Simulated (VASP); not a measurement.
A run of VASP 6.6.1 is set up as follows.

File INCAR:

```
  PREC = Accurate
  ENCUT = 520
  EDIFF = 1E-6
  ISMEAR = 0
  SIGMA = 0.1
  LREAL = F
  LASPH = T
  NELM = 100
  ALGO = Normal
  ISIF = 2
  LWAVE = F
  LCHARG = T
  GGA = PE
  LELF = T
  LVHAR = T
  NBANDS = 30
```

Contents of KPOINTS:

```
regular mesh
0
Gamma
  12 12 8
```

Contents of POSCAR:

```
B
1.0
    4.4818179120      0.0000000000      0.0000000000
   -2.2409089560      3.8813681669      0.0000000000
    0.0000000000      0.0000000000      5.4941407924
B
12
Direct
    0.3508645680      0.3561458252      0.6786759196
    0.6438541748      0.9947187428      0.3453425862
    0.0052812572      0.6491354320      0.0120092529
    0.6491354320      0.6438541748      0.1786759196
    0.3561458252      0.0052812572      0.8453425862
    0.9947187428      0.3508645680      0.5120092529
    0.9947187428      0.6438541748      0.3213240804
    0.3561458252      0.3508645680      0.9879907471
    0.6491354320      0.0052812572      0.6546574138
    0.0052812572      0.3561458252      0.8213240804
    0.6438541748      0.6491354320      0.4879907471
    0.3508645680      0.9947187428      0.1546574138
```

Potentials or basis: VASP PAW PBE potentials, release 64 (B).

The run is started by

```sh
$ cat potpaw_PBE.64/B/POTCAR > POTCAR
$ mpirun -np 1 vasp_std > vasp.out
```

What does it give for the band gap on the k mesh?

Zero (band 18 reaches 5.70 eV, above the bottom of band 19 at 3.45 eV).

What does it give for the largest force?

0.009 eV/Å.

What does it give for the pressure?

0.0 GPa.

Forces on the atoms (eV/Å):
```
B    0.005  0.003 -0.006
B   -0.005  0.003 -0.006
B    0.000 -0.006 -0.006
B   -0.005 -0.003 -0.006
B    0.005 -0.003 -0.006
B    0.000  0.006 -0.006
B    0.005 -0.003  0.006
B    0.000  0.006  0.006
B   -0.005 -0.003  0.006
B   -0.005  0.003  0.006
B    0.000 -0.006  0.006
B    0.005  0.003  0.006
```
